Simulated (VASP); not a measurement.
# CaH in VASP: a series of runs

Runs on CaH. Level: PBE. Tasks: single point, relaxation of cell and atoms.

Everything below comes from runs of VASP 6.6.1. Logs are shortened: lines on timing, memory, paths and dates and some standing lists are left out, and cuts for length are marked.

## Step 1: The cell of the first run

The typed cell holds 2 atoms: a = 3.310 Å, b = 3.310 Å, c = 3.999 Å, α = 90.00°, β = 90.00°, γ = 90.00°.

## Step 2: Single point, PBE

Contents of INCAR:

```
ALGO = Normal
EDIFF = 1E-7
ENCUT = 520
GGA = PE
ISIF = 2
ISMEAR = 0
LASPH = T
LCHARG = T
LELF = T
LREAL = F
LVHAR = T
LWAVE = F
NBANDS = 12
NELM = 80
PREC = Accurate
SIGMA = 0.1
```

Contents of KPOINTS:

```
k-points
0
Gamma
  6 6 4
```

Contents of POSCAR:

```
CaH
1.0
    3.3100494329      0.0000000000      0.0000000000
    0.0000000000      3.3104175832      0.0000000000
    0.0000000000      0.0000000000      3.9990784107
Ca H
1 1
Direct
    0.0000000000      0.5000000000      0.0000000000
    0.5000000000      0.0000000000      0.0000000000
```

Potentials or basis: VASP PAW PBE potentials, release 64 (Ca_sv, H).

Launch:

```bash
> cat potpaw_PBE.64/Ca_sv/POTCAR potpaw_PBE.64/H/POTCAR > POTCAR
> mpirun -np 1 vasp_std > vasp.out
```

OUTCAR:

```text
EDIFF = 1E-7
   ENCUT = 520
   GGA = PE
   ISIF = 2
   ISMEAR = 0
   LASPH = T
   LREAL = F
   NELM = 80
   PREC = Accurate

 ion  position               nearest neighbor table
   1  0.000  0.500  0.000-
   2  0.500  0.000  0.000-

  LATTYP: Found a simple orthorhombic cell.
 ALAT       =     3.3100494329
 B/A-ratio  =     1.0001112220
 C/A-ratio  =     1.2081627455

  Lattice vectors:

 A1 = (   3.3100494329,   0.0000000000,   0.0000000000)
 A2 = (   0.0000000000,   3.3104175832,   0.0000000000)
 A3 = (   0.0000000000,   0.0000000000,   3.9990784107)

Analysis of symmetry for initial positions (statically):
=====================================================================
 Subroutine PRICEL returns:
 Original cell was already a primitive cell.

 Routine SETGRP: Setting up the symmetry group for a
 simple orthorhombic supercell.

 Subroutine GETGRP returns: Found  8 space group operations
 (whereof  8 operations were pure point group operations)
 out of a pool of  8 trial point group operations.

The static configuration has the point symmetry D_2h.

Analysis of symmetry for dynamics (positions and initial velocities):
=====================================================================
 Subroutine PRICEL returns:
 Original cell was already a primitive cell.

 Routine SETGRP: Setting up the symmetry group for a
 simple orthorhombic supercell.

 Subroutine GETGRP returns: Found  8 space group operations
 (whereof  8 operations were pure point group operations)
 out of a pool of  8 trial point group operations.

The dynamic configuration has the point symmetry D_2h.

 Subroutine INISYM returns: Found  8 space group operations
 (whereof  8 operations are pure point group operations),
 and found     1 'primitive' translations

----------------------------------------------------------------------------------------

                                     Primitive cell

  volume of cell :      43.8205

  direct lattice vectors                    reciprocal lattice vectors
     3.310049433  0.000000000  0.000000000     0.302110292  0.000000000  0.000000000
     0.000000000  3.310417583  0.000000000     0.000000000  0.302076694  0.000000000
     0.000000000  0.000000000  3.999078411     0.000000000  0.000000000  0.250057613

  length of vectors
     3.310049433  3.310417583  3.999078411     0.302110292  0.302076694  0.250057613

  position of ions in fractional coordinates (direct lattice)
     0.000000000  0.500000000  0.000000000
     0.500000000  0.000000000  0.000000000

  ion indices of the primitive-cell ions
   primitive index   ion index
                 1           1
                 2           2

----------------------------------------------------------------------------------------

 KPOINTS: k-points

Automatic generation of k-mesh.
 Grid dimensions read from file:
 generate k-points for:    6    6    4

 Generating k-lattice:

  Cartesian coordinates                     Fractional coordinates (reciprocal lattice)
     0.050351715  0.000000000  0.000000000     0.166666667  0.000000000  0.000000000
     0.000000000  0.050346116  0.000000000     0.000000000  0.166666667  0.000000000
     0.000000000  0.000000000  0.062514403     0.000000000  0.000000000  0.250000000

  Length of vectors
     0.050351715  0.050346116  0.062514403

  Shift w.r.t. Gamma in fractional coordinates (k-lattice)
     0.000000000  0.000000000  0.000000000

 Subroutine IBZKPT returns following result:
 ===========================================

 Found     48 irreducible k-points:

 Following reciprocal coordinates:
            Coordinates               Weight
  0.000000  0.000000  0.000000      1.000000
  0.166667  0.000000  0.000000      2.000000
  0.333333  0.000000  0.000000      2.000000
  0.500000  0.000000  0.000000      1.000000
  0.000000  0.166667  0.000000      2.000000
  0.166667  0.166667  0.000000      4.000000
[... 16 lines left out ...]
  0.333333  0.166667  0.250000      8.000000
  0.500000  0.166667  0.250000      4.000000
 [... further k-points ...]
   k-points           NKPTS =     48   k-points in BZ     NKDIM =     48   number of bands    NBANDS=     12
   number of dos      NEDOS =    301   number of ions     NIONS =      2
   total plane-waves  NPLWV =  23520
   dimension x,y,z NGX =    28 NGY =   28 NGZ =   30
   dimension x,y,z NGXF=    56 NGYF=   56 NGZF=   60
   ions per type =               1   1
   NGX,Y,Z   is equivalent  to a cutoff of  14.06, 14.06, 12.47 a.u.
   NGXF,Y,Z  is equivalent  to a cutoff of  28.13, 28.12, 24.94 a.u.
 SYSTEM =  unknown system
   PREC   = accura    normal or accurate (medium, high low for compatibility)
   ISTART =      0    job   : 0-new  1-cont  2-samecut
   ICHARG =      2    charge: 1-file 2-atom 10-const
   ISPIN  =      1    spin polarized calculation?
   LNONCOLLINEAR =      F non collinear calculations
   LSORBIT =      F    spin-orbit coupling
   LASPH  =      T    aspherical Exc in radial PAW
   ENCUT  =  520.0 eV  38.22 Ry    6.18 a.u.   6.15  6.16  7.44*2*pi/ulx,y,z
   NELM   =     80;   NELMIN=  2; NELMDL= -5     # of ELM steps
   EDIFF  = 0.1E-06   stopping-criterion for ELM
   LREAL  =      F    real-space projection
   EDIFFG = 0.1E-05   stopping-criterion for IOM
   NSW    =      0    number of steps for IOM
   IBRION =     -1    ionic relax: 0-MD 1-quasi-New 2-CG
   NFREE  =      0    steps in history (QN), initial steepest desc. (CG)
   ISIF   =      2    stress and relaxation
   ISYM   =      2    0-nonsym 1-usesym 2-fastsym
   POTIM  = 0.5000    time-step for ionic-motion
   TEBEG  =    0.0;   TEEND  =   0.0 temperature during run
   PSTRESS=    0.0 pullay stress
   NELECT =      11.0000    total number of electrons
   NUPDOWN=      -1.0000    fix difference up-down
   EMIN   =  10.00;   EMAX   =-10.00  energy-range for DOS
   EFERMI =   0.00;   METHOD = LEGACY
   ISMEAR =     0;   SIGMA  =   0.10  broadening in eV -4-tet -1-fermi 0-gaus
   EFERMI_NEDOS =   21; number of points for ismear=-14 and -15
   IALGO  =     38    algorithm
   IMIX   =      4    mixing-type and parameters
     AMIX     =   0.40;   BMIX     =  1.00
     AMIX_MAG =   1.60;   BMIX_MAG =  1.00
  volume/ion in A,a.u.               =      21.91       147.86
  Fermi-wavevector in a.u.,A,eV,Ry     =   1.032714  1.951546 14.510585  1.066498
  Thomas-Fermi vector in A             =   2.166925
   LORBIT       =      0    0 simple, 1 ext, 2 COOP (PROOUT), +10 PAW based schemes
   GGA     = PE    functional components
   LHFCALC =     F    Hartree Fock is set to
   AEXX    =    0.0000 exact exchange contribution
   IVDW    =     0    specifies the selected vdW correction
   LEPSILON=     F    determine dielectric tensor
   LRPA    =     F    only Hartree local field effects (RPA)
 non-spin polarized calculation
 Gauss-broadening in eV      SIGMA  =   0.10
  energy-cutoff  :      520.00
  volume of cell :       43.82
 maximum number of plane-waves:      1207
 NGX is ok and might be reduce to    28
   NGX = 13   NGY = 13   NGZ = 15

 number of electron      10.9999996 magnetization

 Free energy of the ion-electron system (eV)
  ---------------------------------------------------
  ext. energy  EPLUGINS =         0.00000000
  ---------------------------------------------------
  free energy    TOTEN  =        -5.39716528 eV

  energy without entropy =       -5.38819307  energy(sigma->0) =       -5.39267917

 E-fermi :   2.0138     XC(G=0):  -7.8495

 val. band max:        1.9753539757   @ k =   0.1667   0.1667   0.0000
 cond. band min:       2.0285509418   @ k =   0.0000   0.3333   0.2500
 fundamental gap:      0.0531969661
 Fermi energy:         2.0137961293

 k-point     1 :       0.0000    0.0000    0.0000
  band No.  band energies     occupation
      1     -39.9317      2.00000
      2     -20.8847      2.00000
      3     -20.7859      2.00000
      4     -20.7859      2.00000
      5      -4.1996      2.00000
      6       1.5897      2.00000
      7       2.8935      0.00000
      8       6.2031      0.00000
      9       6.2035      0.00000
     10       6.5814      0.00000
     11       7.4427      0.00000
     12       8.8005      0.00000

 k-point     2 :       0.1667    0.0000    0.0000
  band No.  band energies     occupation
      1     -39.9220      2.00000
      2     -20.8874      2.00000
      3     -20.8750      2.00000
      4     -20.7769      2.00000
      5      -3.7951      2.00000
      6       1.8021      1.99725
      7       3.0147      0.00000
      8       5.2520      0.00000
      9       6.0152      0.00000
     10       6.2529      0.00000
     11       7.8811      0.00000
     12       8.6304      0.00000

 k-point     3 :       0.3333    0.0000    0.0000
  band No.  band energies     occupation
      1     -39.9024      2.00000
      2     -21.0848      2.00000
      3     -20.8556      2.00000
      4     -20.7589      2.00000
      5      -2.7754      2.00000
      6       1.8317      1.99000
      7       3.0949      0.00000
      8       4.3019      0.00000
      9       5.1793      0.00000
     10       6.3551      0.00000
     11       7.2553      0.00000
     12       8.1625      0.00000
[... 286 lines left out ...]
 k-point    23 :       0.3333    0.1667    0.2500
  band No.  band energies     occupation
      1     -39.8915      2.00000
      2     -21.0651      2.00000
      3     -20.8749      2.00000
      4     -20.8497      2.00000
      5      -2.4483      2.00000
      6       2.1661      0.03127
      7       3.1771      0.00000
      8       4.3110      0.00000
      9       4.9449      0.00000
     10       5.4579      0.00000
     11       7.7274      0.00000
     12       8.9965      0.00000

 k-point    24 :       0.5000    0.1667    0.2500
  band No.  band energies     occupation
      1     -39.8819      2.00000
      2     -21.1580      2.00000
      3     -20.8645      2.00000
      4     -20.8383      2.00000
      5      -2.0014      2.00000
      6       2.2762      0.00021
      7       2.7883      0.00000
      8       3.9922      0.00000
      9       5.1988      0.00000
     10       5.5926      0.00000
     11       7.8543      0.00000
     12       8.5924      0.00000

 [... further k-points ...]
[... 5 lines left out ...]
  --------------------------------------------------------------------------------------
  -------------------------------------------------------------------------------------
  Total       -0.0127223     -0.0140950     -0.0429983     -0.0000000      0.0000000      0.0000000
  in kB       -0.4651566     -0.5153470     -1.5721177     -0.0000000      0.0000000      0.0000000
  external PRESSURE =      -0.8508738 kB  Pullay stress =       0.0000000 kB

 VOLUME and BASIS-vectors are now :
 -----------------------------------------------------------------------------
  energy-cutoff  :      520.00
  volume of cell :       43.82
      direct lattice vectors                 reciprocal lattice vectors
     3.310049433  0.000000000  0.000000000     0.302110292  0.000000000  0.000000000
     0.000000000  3.310417583  0.000000000     0.000000000  0.302076694  0.000000000
     0.000000000  0.000000000  3.999078411     0.000000000  0.000000000  0.250057613

 POSITION                                       TOTAL-FORCE (eV/Angst)
 -----------------------------------------------------------------------------------
      0.00000      1.65521      0.00000         0.000000      0.000000      0.000000
      1.65502      0.00000      0.00000         0.000000      0.000000      0.000000
 -----------------------------------------------------------------------------------
    total drift:                                0.000000      0.000000     -0.000000

  FREE ENERGIE OF THE ION-ELECTRON SYSTEM (eV)
  ---------------------------------------------------
  free  energy   TOTEN  =        -5.3971652794 eV

  energy  without entropy=       -5.3881930658  energy(sigma->0) =       -5.39267917
```

Wall time 13 s (1 thread of AMD EPYC 9R45 (Zen 5), shared host); peak memory 0.14 GiB.

Results:

| Property | Result |
| --- | --- |
| Free energy | -5.3972 eV |
| Pressure | -0.1 GPa |

Caveat: the k points lie up to 0.39 Å⁻¹ apart.

## Step 3: Single point, PBE

Contents of INCAR:

```
SYSTEM = CaH
ALGO     = Normal         ! electronic algorithm
EDIFF    = 1E-6           ! SCF threshold, eV
ENCUT    = 520            ! plane-wave cutoff, eV
GGA      = PE             ! functional
ISIF     = 2              ! what is computed and relaxed
ISMEAR   = 0              ! smearing method
LASPH    = .TRUE.         ! aspherical terms in the spheres
LCHARG   = .TRUE.         ! write CHGCAR
LELF     = .TRUE.         ! ELF
LREAL    = .FALSE.        ! projectors in reciprocal space
LVHAR    = .TRUE.       
LWAVE    = .FALSE.        ! write WAVECAR
NBANDS   = 12             ! bands
NELM     = 60             ! most SCF steps
PREC     = Accurate       ! precision mode
SIGMA    = 0.1            ! smearing width, eV
```

Contents of KPOINTS:

```
k-points
0
G
  16 16 14
  0 0 0
```

Contents of POSCAR:

```
CaH
1.0
    3.3037252878      0.0000000000      0.0000000000
    0.0000000000      3.3037252878      0.0000000000
    0.0000000000      0.0000000000      4.0184275893
Ca H
1 1
Direct
    0.0000000000      0.0000000000      0.0000000000
    0.5000000000      0.5000000000      0.0000000000
```

Potentials or basis: VASP PAW PBE potentials, release 64 (Ca_sv, H).

Launch:

```bash
> cat potpaw_PBE.64/Ca_sv/POTCAR potpaw_PBE.64/H/POTCAR > POTCAR
> mpirun -np 1 vasp_std > vasp.out
```

Wall time 78 s (1 thread of AMD EPYC 9R45 (Zen 5), shared host); peak memory 0.29 GiB.

The run converged. Its results:

| Item | Value |
| --- | --- |
| Free energy | -5.3912 eV |
| Pressure | 0.1 GPa |

Stress tensor (GPa, compression positive):
```
0.11 0.00 0.00
0.00 0.11 0.00
0.00 0.00 0.00
```

Levels at points of the mesh, in eV from the Fermi level:
```
           k point  band 4  band 5  band 6  band 7  band 8  band 9
(0.00, 0.00, 0.00)  -22.78   -6.20   -0.41    0.89    4.20    4.20
(0.50, 0.00, 0.00)  -22.75   -3.99   -0.82    1.48    1.92    2.85
(0.50, 0.50, 0.00)  -22.81   -4.70    1.90    2.66    2.66    3.06
(0.00, 0.00, 0.50)  -22.78   -5.56   -1.03    1.07    3.70    3.70
(0.50, 0.00, 0.50)  -22.74   -3.52   -0.31    0.37    2.36    2.95
(0.50, 0.50, 0.50)  -22.86   -4.47    1.20    1.20    4.54    5.06
```

## Step 4: Single point, PBE

Contents of INCAR:

```
PREC = Accurate
ENCUT = 520
EDIFF = 1E-7
ISMEAR = 0
SIGMA = 0.1
LREAL = F
LASPH = T
NELM = 80
ALGO = Normal
ISIF = 2
LWAVE = F
LCHARG = F
GGA = PE
NBANDS = 12
```

Contents of KPOINTS:

```
regular mesh
0
Gamma
  16 16 14
```

POSCAR is that of step 3.

Launch:

```bash
> cat potpaw_PBE.64/Ca_sv/POTCAR potpaw_PBE.64/H/POTCAR > POTCAR
> mpirun -np 1 vasp_std > vasp.out
```

Run time: 87 s. Hardware: 1 thread of AMD EPYC 9R45 (Zen 5), shared host; peak memory 0.29 GiB.

The run converged. Its results:

```yaml
Free_energy: -5.3912 eV
Pressure: 0.1 GPa
```

Stress tensor (GPa, compression positive):
```
0.11 0.00 0.00
0.00 0.11 0.00
0.00 0.00 0.00
```

Levels at points of the mesh, in eV from the Fermi level:
| k point | band 4 | band 5 | band 6 | band 7 | band 8 | band 9 |
| --- | --- | --- | --- | --- | --- | --- |
| (0.00, 0.00, 0.00) | -22.78 | -6.20 | -0.41 | 0.89 | 4.20 | 4.20 |
| (0.50, 0.00, 0.00) | -22.75 | -3.99 | -0.82 | 1.48 | 1.92 | 2.85 |
| (0.50, 0.50, 0.00) | -22.81 | -4.70 | 1.90 | 2.66 | 2.66 | 3.06 |
| (0.00, 0.00, 0.50) | -22.78 | -5.56 | -1.03 | 1.07 | 3.70 | 3.70 |
| (0.50, 0.00, 0.50) | -22.74 | -3.52 | -0.31 | 0.37 | 2.36 | 2.95 |
| (0.50, 0.50, 0.50) | -22.86 | -4.47 | 1.20 | 1.20 | 4.54 | 5.06 |

## Step 5: Relaxation of cell and atoms, PBE

Contents of INCAR:

```
SYSTEM = CaH
ALGO = Normal
EDIFF = 1E-7
EDIFFG = -0.01
ENCUT = 600
GGA = PE
IBRION = 2
ISIF = 3
ISMEAR = 0
LASPH = .TRUE.
LCHARG = .FALSE.
LREAL = .FALSE.
LWAVE = .FALSE.
NELM = 60
NSW = 100
PREC = Accurate
SIGMA = 0.1
```

Contents of KPOINTS:

```
k-points
0
G
  16 16 14
  0 0 0
```

Contents of POSCAR:

```
CaH
1.0
    3.3102335080      0.0000000000      0.0000000000
    0.0000000000      3.3102335080      0.0000000000
    0.0000000000      0.0000000000      3.9990784107
Ca H
1 1
Direct
    0.0000000000      0.0000000000      0.0000000000
    0.5000000000      0.5000000000      0.0000000000
```

Launch:

```bash
> cat potpaw_PBE.64/Ca_sv/POTCAR potpaw_PBE.64/H/POTCAR > POTCAR
> mpirun -np 1 vasp_std > vasp.out
```

Wall time 3.5 min (1 thread of AMD EPYC 9R45 (Zen 5), shared host); peak memory 0.32 GiB.

The run converged. Its results:

```
Free energy                            : -5.3918 eV
Relaxed volume                         : 22.01 Å³/atom
Relaxed cell                           : a = 3.308 Å, b = 3.308 Å, c = 4.023 Å, α = 90.00°, β = 90.00°, γ = 90.00°
Space group after relaxing (to 0.05 Å) : P4/mmm (No. 123)
Energy gained by relaxing              : 0.1 meV/atom
Ionic steps                            : 5
Pressure after relaxing                : 0.0 GPa
```

Step by step:
| step | energy change (eV) | largest force (eV/Å) | pressure (GPa) | volume (Å³) |
| --- | --- | --- | --- | --- |
| 1 | 0.0000 | 0.0000 | 0.06 | 43.82 |
| 2 | -0.0001 | 0.0000 | 0.05 | 43.87 |
| 3 | -0.0002 | 0.0000 | 0.04 | 43.94 |
| 4 | -0.0002 | 0.0000 | 0.04 | 44.09 |
| 5 | -0.0002 | 0.0000 | 0.04 | 44.02 |

Final structure:
```xyz
2
Lattice="3.3079 0.0000 0.0000 0.0000 3.3079 0.0000 0.0000 0.0000 4.0227" Properties=species:S:1:pos:R:3 pbc="T T T"
Ca    0.0000    0.0000    0.0000
H     1.6539    1.6539    0.0000
```

Levels at points of the mesh, in eV from the Fermi level:
| k point | band 4 | band 5 | band 6 | band 7 | band 8 | band 9 |
| --- | --- | --- | --- | --- | --- | --- |
| (0.00, 0.00, 0.00) | -22.79 | -6.19 | -0.41 | 0.89 | 4.19 | 4.19 |
| (0.50, 0.00, 0.00) | -22.76 | -3.99 | -0.82 | 1.48 | 1.92 | 2.84 |
| (0.50, 0.50, 0.00) | -22.82 | -4.69 | 1.89 | 2.65 | 2.65 | 3.05 |
| (0.00, 0.00, 0.50) | -22.79 | -5.55 | -1.03 | 1.07 | 3.69 | 3.69 |
| (0.50, 0.00, 0.50) | -22.75 | -3.53 | -0.30 | 0.37 | 2.35 | 2.94 |
| (0.50, 0.50, 0.50) | -22.87 | -4.46 | 1.20 | 1.20 | 4.53 | 5.04 |

## Step 6: Summary

```csv
task,cell,k mesh,cutoff (eV),gap on the mesh (eV),pressure (GPa)
single point,"a = 3.310, b = 3.310, c = 3.999 Å, 2 atoms",6 × 6 × 4,520,none,-0.1
single point,"a = 3.304, b = 3.304, c = 4.018 Å, 2 atoms",16 × 16 × 14,520,none,0.1
relaxation of cell and atoms,"relaxed from a = 3.310, b = 3.310, c = 3.999 Å, 2 atoms",16 × 16 × 14,600,none,0.0
```

Alike in all rows: level PBE; potentials or basis VASP PAW PBE potentials, release 64 (Ca_sv, H); no spin polarisation; smearing gaussian 0.1 eV.

Caveats: some runs use coarse meshes.

Absolute energies hang on the potentials; compare differences alone.
